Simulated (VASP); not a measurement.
# HgPtSeF3 (P1) in VASP: single point with PBE

Aim: the single point of HgPtSeF3 with PBE.

Everything below comes from runs of VASP 6.6.1. Logs are shortened: lines on timing, memory, paths and dates and some standing lists are left out, and cuts for length are marked.

**1. The cell of the first run**

The typed cell holds 6 atoms: a = 4.147 Å, b = 4.147 Å, c = 7.252 Å, α = 90.62°, β = 91.16°, γ = 92.14°.

**2. Single point, PBE**

Contents of INCAR:

```
PREC = Accurate ; ENCUT = 520
EDIFF = 1E-6 ; ISMEAR = 0
SIGMA = 0.1 ; LREAL = False
LASPH = True ; NELM = 100
ALGO = Normal ; ISIF = 2
LWAVE = False ; LCHARG = False
GGA = PE ; NBANDS = 34
```

Contents of KPOINTS:

```
Automatic mesh
0
Gamma
  8 8 4
```

Contents of POSCAR:

```
HgPtSeF3
1.0
    4.1467615869      0.0016242864      0.0134268744
   -0.1563192344      4.1436313789      0.0027502354
   -0.1699531481     -0.0894503753      7.2494679768
Hg Pt Se F
1 1 1 3
Direct
    0.5130729584      0.5152583247      0.6920378402
    0.0148312818      0.0166729391      0.7088892926
    0.0170306545      0.0148173417      0.0205495529
    0.0144165304      0.4409620320      0.0849658376
    0.4438608761      0.0106378225      0.0854212201
    0.9967876986      0.0016515400      0.4363231468
```

Potentials or basis: VASP PAW PBE potentials, release 64 (Hg, Pt, Se, F).

On the command line:

```sh
$ cat potpaw_PBE.64/Hg/POTCAR potpaw_PBE.64/Pt/POTCAR potpaw_PBE.64/Se/POTCAR potpaw_PBE.64/F/POTCAR > POTCAR
$ mpirun -np 1 vasp_std > vasp.out
```

OUTCAR:

```text
PREC = Accurate
   ENCUT = 520
   EDIFF = 1E-6
   ISMEAR = 0
   LREAL = False
   LASPH = True
   NELM = 100
   ISIF = 2
   GGA = PE

 ion  position               nearest neighbor table
   1  0.513  0.515  0.692-   2 2.87   2 2.89   2 2.99   2 2.99
   2  0.015  0.017  0.709-   6 1.98   3 2.26   1 2.87   1 2.89   1 2.99   1 2.99
   3  0.017  0.015  0.021-   5 1.82   4 1.82   2 2.26
   4  0.014  0.441  0.085-   3 1.82
   5  0.444  0.011  0.085-   3 1.82
   6  0.997  0.002  0.436-   2 1.98

  LATTYP: Found a triclinic cell.
 ALAT       =    13.9337491087
 B/A-ratio  =     0.6753199657
 C/A-ratio  =     1.2405659020
 COS(alpha) =     0.0008546430
 COS(beta)  =     0.5853033795
 COS(gamma) =     0.8094489508

  Lattice vectors:

 A1 = (  -8.4362084945,   8.3734645603,  -7.2708212548)
 A2 = (  -8.4498424082,   4.1403828061,  -0.0241035134)
 A3 = (   4.1740294143,   8.4677877948, -14.4800086084)

Analysis of symmetry for initial positions (statically):
=====================================================================
 Subroutine PRICEL returns:
 Original cell was already a primitive cell.

 Routine SETGRP: Setting up the symmetry group for a
 triclinic supercell.

 Subroutine GETGRP returns: Found  1 space group operations
 (whereof  1 operations were pure point group operations)
 out of a pool of  2 trial point group operations.

The static configuration has the point symmetry C_1 .

Analysis of symmetry for dynamics (positions and initial velocities):
=====================================================================
 Subroutine PRICEL returns:
 Original cell was already a primitive cell.

 Routine SETGRP: Setting up the symmetry group for a
 triclinic supercell.

 Subroutine GETGRP returns: Found  1 space group operations
 (whereof  1 operations were pure point group operations)
 out of a pool of  2 trial point group operations.

The dynamic configuration has the point symmetry C_1 .

 Subroutine INISYM returns: Found  1 space group operations
 (whereof  1 operations are pure point group operations),
 and found     1 'primitive' translations

----------------------------------------------------------------------------------------

                                     Primitive cell

  volume of cell :     124.5776

  direct lattice vectors                    reciprocal lattice vectors
     4.146761587  0.001624286  0.013426874     0.241129807  0.009092839  0.005765130
    -0.156319234  4.143631379  0.002750235    -0.000104162  0.241328304  0.002975281
    -0.169953148 -0.089450375  7.249467977    -0.000446561 -0.000108394  0.137929351

  length of vectors
     4.146783643  4.146579828  7.252011541     0.241370049  0.241346667  0.137930116

  position of ions in fractional coordinates (direct lattice)
     0.513072958  0.515258325  0.692037840
     0.014831282  0.016672939  0.708889293
     0.017030654  0.014817342  0.020549553
     0.014416530  0.440962032  0.084965838
     0.443860876  0.010637823  0.085421220
     0.996787699  0.001651540  0.436323147

  ion indices of the primitive-cell ions
   primitive index   ion index
                 1           1
                 2           2
                 3           3
                 4           4
                 5           5
                 6           6

----------------------------------------------------------------------------------------

 KPOINTS: Automatic mesh

Automatic generation of k-mesh.
 Grid dimensions read from file:
 generate k-points for:    8    8    4

 Generating k-lattice:

  Cartesian coordinates                     Fractional coordinates (reciprocal lattice)
     0.030141226  0.001136605  0.000720641     0.125000000  0.000000000  0.000000000
    -0.000013020  0.030166038  0.000371910    -0.000000000  0.125000000  0.000000000
    -0.000111640 -0.000027098  0.034482338     0.000000000  0.000000000  0.250000000

  Length of vectors
     0.030171256  0.030168333  0.034482529

  Shift w.r.t. Gamma in fractional coordinates (k-lattice)
     0.000000000  0.000000000  0.000000000

 Subroutine IBZKPT returns following result:
 ===========================================

 Found    132 irreducible k-points:

 Following reciprocal coordinates:
            Coordinates               Weight
  0.000000  0.000000  0.000000      1.000000
  0.125000 -0.000000 -0.000000      2.000000
  0.250000 -0.000000 -0.000000      2.000000
  0.375000 -0.000000 -0.000000      2.000000
  0.500000 -0.000000 -0.000000      1.000000
 -0.000000  0.125000  0.000000      2.000000
[... 16 lines left out ...]
  0.125000  0.375000 -0.000000      2.000000
  0.250000  0.375000 -0.000000      2.000000
 [... further k-points ...]
   k-points           NKPTS =    132   k-points in BZ     NKDIM =    132   number of bands    NBANDS=     34
   number of dos      NEDOS =    301   number of ions     NIONS =      6
   total plane-waves  NPLWV =  55296
   dimension x,y,z NGX =    32 NGY =   32 NGZ =   54
   dimension x,y,z NGXF=    64 NGYF=   64 NGZF=  108
   ions per type =               1   1   1   3
   NGX,Y,Z   is equivalent  to a cutoff of  12.83, 12.83, 12.38 a.u.
   NGXF,Y,Z  is equivalent  to a cutoff of  25.66, 25.66, 24.76 a.u.
 SYSTEM =  unknown system
   PREC   = accura    normal or accurate (medium, high low for compatibility)
   ISTART =      0    job   : 0-new  1-cont  2-samecut
   ICHARG =      2    charge: 1-file 2-atom 10-const
   ISPIN  =      1    spin polarized calculation?
   LNONCOLLINEAR =      F non collinear calculations
   LSORBIT =      F    spin-orbit coupling
   LASPH  =      T    aspherical Exc in radial PAW
   ENCUT  =  520.0 eV  38.22 Ry    6.18 a.u.   7.71  7.71 13.48*2*pi/ulx,y,z
   NELM   =    100;   NELMIN=  2; NELMDL= -5     # of ELM steps
   EDIFF  = 0.1E-05   stopping-criterion for ELM
   LREAL  =      F    real-space projection
   EDIFFG = 0.1E-04   stopping-criterion for IOM
   NSW    =      0    number of steps for IOM
   IBRION =     -1    ionic relax: 0-MD 1-quasi-New 2-CG
   NFREE  =      0    steps in history (QN), initial steepest desc. (CG)
   ISIF   =      2    stress and relaxation
   ISYM   =      2    0-nonsym 1-usesym 2-fastsym
   POTIM  = 0.5000    time-step for ionic-motion
   TEBEG  =    0.0;   TEEND  =   0.0 temperature during run
   PSTRESS=    0.0 pullay stress
   NELECT =      49.0000    total number of electrons
   NUPDOWN=      -1.0000    fix difference up-down
   EMIN   =  10.00;   EMAX   =-10.00  energy-range for DOS
   EFERMI =   0.00;   METHOD = LEGACY
   ISMEAR =     0;   SIGMA  =   0.10  broadening in eV -4-tet -1-fermi 0-gaus
   EFERMI_NEDOS =   21; number of points for ismear=-14 and -15
   IALGO  =     38    algorithm
   IMIX   =      4    mixing-type and parameters
     AMIX     =   0.40;   BMIX     =  1.00
     AMIX_MAG =   1.60;   BMIX_MAG =  1.00
  volume/ion in A,a.u.               =      20.76       140.12
  Fermi-wavevector in a.u.,A,eV,Ry     =   1.199482  2.266691 19.575462  1.438756
  Thomas-Fermi vector in A             =   2.335343
   LORBIT       =      0    0 simple, 1 ext, 2 COOP (PROOUT), +10 PAW based schemes
   GGA     = PE    functional components
   LHFCALC =     F    Hartree Fock is set to
   AEXX    =    0.0000 exact exchange contribution
   IVDW    =     0    specifies the selected vdW correction
   LEPSILON=     F    determine dielectric tensor
   LRPA    =     F    only Hartree local field effects (RPA)
 non-spin polarized calculation
 Gauss-broadening in eV      SIGMA  =   0.10
  energy-cutoff  :      520.00
  volume of cell :      124.58
 maximum number of plane-waves:      3372
   NGX = 15   NGY = 15   NGZ = 27

 number of electron      48.9999992 magnetization

 Free energy of the ion-electron system (eV)
  ---------------------------------------------------
  ext. energy  EPLUGINS =         0.00000000
  ---------------------------------------------------
  free energy    TOTEN  =       -21.04615583 eV

  energy without entropy =      -21.03888300  energy(sigma->0) =      -21.04251941

 E-fermi :   1.0925     XC(G=0):  -8.7247

 val. band max:        1.0820319762   @ k =   0.3750  -0.2500   0.2500
 cond. band min:       1.1014953848   @ k =  -0.3750   0.2500   0.2500
 fundamental gap:      0.0194634086
 Fermi energy:         1.0925317571

 k-point     1 :       0.0000    0.0000    0.0000
  band No.  band energies     occupation
      1     -24.1274      2.00000
      2     -23.1413      2.00000
      3     -20.9424      2.00000
      4     -12.4896      2.00000
      5      -7.6294      2.00000
      6      -7.4870      2.00000
[... 26 lines left out ...]
     33      11.5440      0.00000
     34      12.1831      0.00000

 k-point     2 :       0.1250   -0.0000   -0.0000
  band No.  band energies     occupation
      1     -24.1053      2.00000
      2     -23.1592      2.00000
      3     -20.9417      2.00000
      4     -12.6138      2.00000
      5      -7.5701      2.00000
      6      -7.3571      2.00000
[... 26 lines left out ...]
     33      11.8361      0.00000
     34      12.0103      0.00000

 k-point     3 :       0.2500   -0.0000   -0.0000
  band No.  band energies     occupation
      1     -24.0473      2.00000
      2     -23.2065      2.00000
      3     -20.9400      2.00000
      4     -12.8845      2.00000
      5      -7.5023      2.00000
      6      -6.9816      2.00000
[... 26 lines left out ...]
     33      11.1274      0.00000
     34      11.7549      0.00000

 k-point     4 :       0.3750   -0.0000   -0.0000
  band No.  band energies     occupation
      1     -23.9811      2.00000
      2     -23.2621      2.00000
      3     -20.9383      2.00000
      4     -13.1236      2.00000
      5      -7.4462      2.00000
      6      -6.5696      2.00000
[... 26 lines left out ...]
     33      10.3734      0.00000
     34      11.0274      0.00000

 k-point     5 :       0.5000   -0.0000   -0.0000
  band No.  band energies     occupation
      1     -23.9502      2.00000
      2     -23.2887      2.00000
      3     -20.9376      2.00000
      4     -13.2154      2.00000
      5      -7.4231      2.00000
      6      -6.3653      2.00000
[... 621 lines left out ...]
 k-point    22 :       0.0000    0.3750   -0.0000
  band No.  band energies     occupation
      1     -23.9798      2.00000
      2     -23.2635      2.00000
      3     -20.9383      2.00000
      4     -13.1276      2.00000
      5      -7.4371      2.00000
      6      -6.5667      2.00000
[... 26 lines left out ...]
     33      10.3688      0.00000
     34      11.0216      0.00000

 k-point    23 :       0.1250    0.3750   -0.0000
  band No.  band energies     occupation
      1     -23.9595      2.00000
      2     -23.2763      2.00000
      3     -20.9376      2.00000
      4     -13.2470      2.00000
      5      -7.2452      2.00000
      6      -6.5243      2.00000
[... 26 lines left out ...]
     33      10.4693      0.00000
     34      11.4841      0.00000

 k-point    24 :       0.2500    0.3750   -0.0000
  band No.  band energies     occupation
      1     -23.9093      2.00000
      2     -23.3081      2.00000
      3     -20.9361      2.00000
      4     -13.5110      2.00000
      5      -6.8280      2.00000
      6      -6.3934      2.00000
[... 26 lines left out ...]
     33      10.7409      0.00000
     34      11.5859      0.00000

 [... further k-points ...]
[... 5 lines left out ...]
  --------------------------------------------------------------------------------------
  -------------------------------------------------------------------------------------
  Total        0.1526376      0.1536444      0.1095030      0.0139461      0.0637414      0.0798461
  in kB        1.9630537      1.9760028      1.4083051      0.1793591      0.8197705      1.0268906
  external PRESSURE =       1.7824538 kB  Pullay stress =       0.0000000 kB

 VOLUME and BASIS-vectors are now :
 -----------------------------------------------------------------------------
  energy-cutoff  :      520.00
  volume of cell :      124.58
      direct lattice vectors                 reciprocal lattice vectors
     4.146761587  0.001624286  0.013426874     0.241129807  0.009092839  0.005765130
    -0.156319234  4.143631379  0.002750235    -0.000104162  0.241328304  0.002975281
    -0.169953148 -0.089450375  7.249467977    -0.000446561 -0.000108394  0.137929351

 POSITION                                       TOTAL-FORCE (eV/Angst)
 -----------------------------------------------------------------------------------
      1.92943      2.07397      5.02521         0.000729      0.000492     -0.008492
     -0.06158      0.00570      5.13932         0.012112      0.012177      0.086091
      0.06481      0.05959      0.14924        -0.151557     -0.154018     -0.026203
     -0.02359      1.81961      0.61736        -0.006434      0.146774      0.023567
      1.82440      0.03716      0.62525         0.148352     -0.000499      0.024954
      4.05903     -0.03057      3.17650        -0.003201     -0.004926     -0.099917
 -----------------------------------------------------------------------------------
    total drift:                                0.000292     -0.000515      0.002477

  FREE ENERGIE OF THE ION-ELECTRON SYSTEM (eV)
  ---------------------------------------------------
  free  energy   TOTEN  =       -21.0461558277 eV

  energy  without entropy=      -21.0388829977  energy(sigma->0) =      -21.04251941
```

Wall time 11 min (1 thread of Oxide Virtual Turin-like, shared host); peak memory 0.61 GiB.

What came out:

- Free energy: -21.0462 eV
- Pressure: 0.2 GPa
- Largest force: 0.218 eV/Å

Forces on the atoms (eV/Å):
```
Hg   0.001  0.000 -0.008
Pt   0.012  0.012  0.086
Se  -0.152 -0.154 -0.026
F   -0.006  0.147  0.024
F    0.148  0.000  0.025
F   -0.003 -0.005 -0.100
```

Levels at points of the mesh, in eV from the Fermi level:
```csv
k point,band 22,band 23,band 24,band 25,band 26,band 27
"(0.00, 0.00, 0.00)",-1.79,-1.76,-1.36,1.71,2.68,2.81
"(0.50, 0.00, 0.00)",-1.99,-1.84,-1.72,-1.57,1.45,3.07
"(0.00, 0.50, 0.00)",-1.99,-1.84,-1.72,-1.57,1.44,3.06
"(0.50, 0.50, 0.00)",-1.84,-1.25,-0.33,0.43,0.86,1.20
"(0.00, 0.00, 0.50)",-1.82,-1.80,-1.36,2.02,2.68,2.83
"(0.50, 0.00, 0.50)",-2.42,-1.84,-1.74,-1.58,1.35,3.02
"(0.00, 0.50, 0.50)",-2.43,-1.84,-1.74,-1.58,1.34,3.02
"(0.50, 0.50, 0.50)",-1.83,-1.59,-0.17,0.30,0.74,1.21
```

Caveat: spin-orbit coupling is left out, which moves the levels of the heavy elements; an odd number of electrons without spin polarisation forces a metal; a magnetic or distorted state may lie lower.
